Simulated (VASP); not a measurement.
# I (Fmmm) in VASP: notebook, part 3 of 3

VASP 6.6.1. Earlier steps stand in the parts before.

### Step 5. Single point, BLYP

This run uses another cell than the first one, of 40.55 Å³/atom, 1.140 times its volume.

INCAR reads:

```
  AGGAC = 1.0
  AGGAX = 1.0
  ALDAC = 0.0
  ALDAX = 1.0
  ALGO = Normal
  EDIFF = 1E-7
  ENCUT = 520
  GGA = B5
  ISIF = 2
  ISMEAR = 0
  LASPH = True
  LCHARG = True
  LELF = True
  LREAL = False
  LVHAR = True
  LWAVE = False
  NBANDS = 10
  NELM = 60
  PREC = Accurate
  SIGMA = 0.1
```

KPOINTS reads:

```
k-points
0
Gamma
  4 4 4
```

POSCAR reads:

```
I
1.0
    0.0000000000      2.3656004428      3.9098401324
    2.1922454667      0.0000000000      3.9098401324
    2.1922454667      2.3656004428      0.0000000000
I
1
Direct
    0.0000000000      0.0000000000      0.0000000000
```

Potentials or basis: VASP PAW PBE potentials, release 64 (I).

The run is started by

```bash
$ cat potpaw_PBE.64/I/POTCAR > POTCAR
$ mpirun -np 1 vasp_std > vasp.out
```

OUTCAR:

```text
EDIFF = 1E-7
   ENCUT = 520
   GGA = B5
   ISIF = 2
   ISMEAR = 0
   LASPH = True
   LREAL = False
   NELM = 60
   PREC = Accurate

 ion  position               nearest neighbor table
   1  0.000  0.000  0.000-

  LATTYP: Found a face centered orthorhombic cell.
 ALAT       =     4.3844909334
 B/A-ratio  =     1.0790764441
 C/A-ratio  =     1.7834864717

  Lattice vectors:

 A1 = (   0.0000000000,   2.3656004428,   3.9098401324)
 A2 = (   2.1922454667,   0.0000000000,   3.9098401324)
 A3 = (   2.1922454667,   2.3656004428,   0.0000000000)

Analysis of symmetry for initial positions (statically):
=====================================================================
 Subroutine PRICEL returns:
 Original cell was already a primitive cell.

 Routine SETGRP: Setting up the symmetry group for a
 face centered orthorhombic supercell.

 Subroutine GETGRP returns: Found  8 space group operations
 (whereof  8 operations were pure point group operations)
 out of a pool of  8 trial point group operations.

The static configuration has the point symmetry D_2h.

Analysis of symmetry for dynamics (positions and initial velocities):
[... 157 lines left out ...]

 k-point     1 :       0.0000    0.0000    0.0000
  band No.  band energies     occupation
      1      -9.9995      2.00000
      2       1.9397      2.00000
      3       4.6080      0.00000
      4       4.9129      0.00000
      5       8.5157      0.00000
      6      11.4848      0.00000
      7      12.2869      0.00000
      8      15.9824      0.00000
      9      16.3395      0.00000
     10      16.5132      0.00000
[... 209 lines left out ...]
 k-point    18 :       0.0000    0.5000    0.5000
  band No.  band energies     occupation
      1      -7.2411      2.00000
      2      -0.1672      2.00000
      3       0.1210      2.00000
      4       3.0856      2.00000
      5       7.9973      0.00000
      6       9.7286      0.00000
      7      14.2384      0.00000
      8      14.7945      0.00000
      9      16.0642      0.00000
     10      16.0990      0.00000

------------------------ aborting loop because EDIFF is reached ----------------------------------------

  FORCE on cell =-STRESS in cart. coord.  units (eV):
  Direction    XX          YY          ZZ          XY          YZ          ZX
  --------------------------------------------------------------------------------------
  -------------------------------------------------------------------------------------
  Total        0.3904809      0.1714133      0.5647990     -0.0000000      0.0000000      0.0000000
  in kB       15.4273297      6.7722912     22.3143843     -0.0000000      0.0000000      0.0000000
  external PRESSURE =      14.8380017 kB  Pullay stress =       0.0000000 kB

 VOLUME and BASIS-vectors are now :
 -----------------------------------------------------------------------------
  energy-cutoff  :      520.00
  volume of cell :       40.55
      direct lattice vectors                 reciprocal lattice vectors
     0.000000000  2.365600443  3.909840132    -0.228076649  0.211362828  0.127882467
     2.192245467  0.000000000  3.909840132     0.228076649 -0.211362828  0.127882467
     2.192245467  2.365600443  0.000000000     0.228076649  0.211362828 -0.127882467

 POSITION                                       TOTAL-FORCE (eV/Angst)
 -----------------------------------------------------------------------------------
      0.00000      0.00000      0.00000         0.000000      0.000000     -0.000000
 -----------------------------------------------------------------------------------
    total drift:                               -0.000000      0.000000      0.000000

  FREE ENERGIE OF THE ION-ELECTRON SYSTEM (eV)
  ---------------------------------------------------
  free  energy   TOTEN  =        -1.3231917158 eV

  energy  without entropy=       -1.3231917158  energy(sigma->0) =       -1.32319172
```

stdout:

```text
POSCAR found type information on POSCAR I
 POSCAR found :  1 types and       1 ions
 scaLAPACK will be used
 -----------------------------------------------------------------------------
|                                                                             |
|                                                                             |
|     You enforced a specific xc type in the INCAR file but a different       |
|     I HOPE YOU KNOW WHAT YOU ARE DOING!                                     |
|                                                                             |
 -----------------------------------------------------------------------------

 LDA part: xc-table for (Slater(with rela. corr.)+VWN5), standard interpolation
 POSCAR, INCAR and KPOINTS ok, starting setup
 FFT: planning ... GRIDC
 FFT: planning ... GRID_SOFT
 FFT: planning ... GRID
 WAVECAR not read
 entering main loop
```

Wall time 8.9 s (1 thread of Intel Xeon 6975P-C (Granite Rapids), shared host); peak memory 0.17 GiB.

What came out:

```yaml
Free_energy: -1.3232 eV
Pressure: 1.5 GPa
```

Caveat: the k points lie up to 0.53 Å⁻¹ apart; the PAW data sets were made with another functional, which shifts forces and pressure a little; spin-orbit coupling is left out, which moves the levels of the heavy elements; an odd number of electrons without spin polarisation forces a metal; a magnetic or distorted state may lie lower.

### Step 6. Single point, BLYP

This run uses another cell than the first one, of 40.55 Å³/atom, 1.140 times its volume.

INCAR reads:

```
SYSTEM = I
  PREC = Accurate
  ENCUT = 520
  EDIFF = 1E-6
  ISMEAR = 0
  SIGMA = 0.1
  LREAL = .FALSE.
  LASPH = .TRUE.
  NELM = 80
  ALGO = Normal
  ISIF = 2
  LWAVE = .FALSE.
  LCHARG = .FALSE.
  GGA = B5
  ALDAX = 1.0
  AGGAX = 1.0
  AGGAC = 1.0
  ALDAC = 0.0
  ISYM = 0
  NBANDS = 10
```

KPOINTS reads:

```
Automatic mesh
0
Gamma
  4 4 4
  0.25 0.25 0.25
```

Edit POSCAR of step 5 so:

```diff
@@ -8,2 +8,2 @@
 Direct
-    0.0000000000      0.0000000000      0.0000000000
+    0.9310000000      0.2460000000      0.9000000000
```

Potentials or basis: VASP PAW PBE potentials, release 64 (I).

The run is started by

```bash
$ cat potpaw_PBE.64/I/POTCAR > POTCAR
$ mpirun -np 1 vasp_std > vasp.out
```

OUTCAR:

```text
SYSTEM = I
   PREC = Accurate
   ENCUT = 520
   EDIFF = 1E-6
   ISMEAR = 0
   LREAL = .FALSE.
   LASPH = .TRUE.
   NELM = 80
   ISIF = 2
   GGA = B5
   ISYM = 0

 ion  position               nearest neighbor table
   1  0.931  0.246  0.900-

IMPORTANT INFORMATION: All symmetrisations will be switched off!
NOSYMM: (Re-)initialisation of all symmetry stuff for point group C_1.

[... 456 lines left out ...]
      8      16.4765      0.00000
      9      17.4695      0.00000
     10      18.5538      0.00000

 [... further k-points ...]

------------------------ aborting loop because EDIFF is reached ----------------------------------------

  FORCE on cell =-STRESS in cart. coord.  units (eV):
  Direction    XX          YY          ZZ          XY          YZ          ZX
  --------------------------------------------------------------------------------------
  -------------------------------------------------------------------------------------
  Total        0.6530935      0.4851747      0.5654993      0.0000116      0.0000112      0.0000090
  in kB       25.8027741     19.1685454     22.3420545      0.0004583      0.0004417      0.0003539
  external PRESSURE =      22.4377913 kB  Pullay stress =       0.0000000 kB

 VOLUME and BASIS-vectors are now :
 -----------------------------------------------------------------------------
  energy-cutoff  :      520.00
  volume of cell :       40.55
      direct lattice vectors                 reciprocal lattice vectors
     0.000000000  2.365600443  3.909840132    -0.228076649  0.211362828  0.127882467
     2.192245467  0.000000000  3.909840132     0.228076649 -0.211362828  0.127882467
     2.192245467  2.365600443  0.000000000     0.228076649  0.211362828 -0.127882467

 POSITION                                       TOTAL-FORCE (eV/Angst)
 -----------------------------------------------------------------------------------
      2.51231      4.33141      4.60188         0.000044      0.000028      0.000015
 -----------------------------------------------------------------------------------
    total drift:                                0.000044      0.000028      0.000015

  FREE ENERGIE OF THE ION-ELECTRON SYSTEM (eV)
  ---------------------------------------------------
  free  energy   TOTEN  =        -1.1830331342 eV

  energy  without entropy=       -1.1830331323  energy(sigma->0) =       -1.18303313
```

OSZICAR:

```text
N       E                     dE             d eps       ncg     rms          rms(c)
DAV:   1     0.247413438322E+02    0.24741E+02   -0.23843E+03  5136   0.491E+02
DAV:   2    -0.154184628720E+00   -0.24896E+02   -0.24263E+02  6288   0.856E+01
DAV:   3    -0.120085373984E+01   -0.10467E+01   -0.10457E+01  6592   0.208E+01
DAV:   4    -0.121348994841E+01   -0.12636E-01   -0.12636E-01  6578   0.256E+00
DAV:   5    -0.121375465659E+01   -0.26471E-03   -0.26471E-03  6610   0.320E-01    0.443E+00
DAV:   6    -0.119158117860E+01    0.22173E-01   -0.16551E-02  5802   0.635E-01    0.273E+00
DAV:   7    -0.118302383928E+01    0.85573E-02   -0.35559E-02  5712   0.950E-01    0.118E-01
DAV:   8    -0.118302197658E+01    0.18627E-05   -0.18881E-03  5696   0.271E-01    0.339E-02
DAV:   9    -0.118302923983E+01   -0.72632E-05   -0.28223E-05  6886   0.408E-02    0.175E-02
DAV:  10    -0.118303293744E+01   -0.36976E-05   -0.42030E-06  5640   0.158E-02    0.243E-03
DAV:  11    -0.118303313417E+01   -0.19673E-06   -0.32659E-07  5574   0.399E-03
   1 F= -.11830331E+01 E0= -.11830331E+01  d E =-.182781E-08
```

stdout:

```text
POSCAR found type information on POSCAR I
 POSCAR found :  1 types and       1 ions
 scaLAPACK will be used
 -----------------------------------------------------------------------------
|                                                                             |
|                                                                             |
|     You enforced a specific xc type in the INCAR file but a different       |
|     I HOPE YOU KNOW WHAT YOU ARE DOING!                                     |
|                                                                             |
 -----------------------------------------------------------------------------

 LDA part: xc-table for (Slater(with rela. corr.)+VWN5), standard interpolation
 POSCAR, INCAR and KPOINTS ok, starting setup
 FFT: planning ... GRIDC
 FFT: planning ... GRID_SOFT
 FFT: planning ... GRID
 WAVECAR not read
 entering main loop
```

Wall time 41 s (1 thread of Intel Xeon 6975P-C (Granite Rapids), shared host); peak memory 0.24 GiB.

Results:

| Item | Value |
| --- | --- |
| Free energy | -1.1830 eV |
| Pressure | 2.2 GPa |

Stress tensor (GPa, compression positive):
```
2.58 0.00 0.00
0.00 1.92 0.00
0.00 0.00 2.23
```

Levels at points of the mesh, in eV from the Fermi level:
```csv
k point,band 1,band 2,band 3,band 4,band 5,band 6,band 7,band 8
"(0.06, 0.06, 0.06)",-13.70,-1.80,0.59,1.09,4.89,7.95,8.83,11.19
```

Caveat: the k points lie up to 0.53 Å⁻¹ apart; the PAW data sets were made with another functional, which shifts forces and pressure a little; spin-orbit coupling is left out, which moves the levels of the heavy elements; an odd number of electrons without spin polarisation forces a metal; a magnetic or distorted state may lie lower.

### Step 7. The runs side by side

| level | potentials or basis | cell | k mesh | gap on the mesh (eV) | pressure (GPa) |
| --- | --- | --- | --- | --- | --- |
| LDA | VASP PAW LDA potentials, release 64 (I) | a = 4.374, b = 4.291, c = 3.087 Å, angles 70.6, 67.7, 41.7°, 1 atom | 2 × 2 × 2, shifted | none | 7.7 |
| PBE | VASP PAW PBE potentials, release 64 (I) | a = 4.570, b = 4.482, c = 3.225 Å, angles 70.6, 67.7, 41.7°, 1 atom | 2 × 2 × 2 | none | 7.9 |
| BLYP | VASP PAW PBE potentials, release 64 (I) | a = 4.570, b = 4.482, c = 3.225 Å, angles 70.6, 67.7, 41.7°, 1 atom | 4 × 4 × 4 | none | 1.5 |
| BLYP | VASP PAW PBE potentials, release 64 (I) | a = 4.570, b = 4.482, c = 3.225 Å, angles 70.6, 67.7, 41.7°, 1 atom | 4 × 4 × 4, shifted | none | 2.2 |

Alike in all rows: task single point; no spin polarisation; cutoff (eV) 520; smearing gaussian 0.1 eV.

Caveats: all runs use coarse meshes; spin-orbit coupling is left out, which moves the levels of the heavy elements; an odd number of electrons without spin polarisation forces a metal; a magnetic or distorted state may lie lower; the PAW data sets were made with another functional, which shifts forces and pressure a little (some runs).

Absolute energies hang on the potentials; compare differences alone.
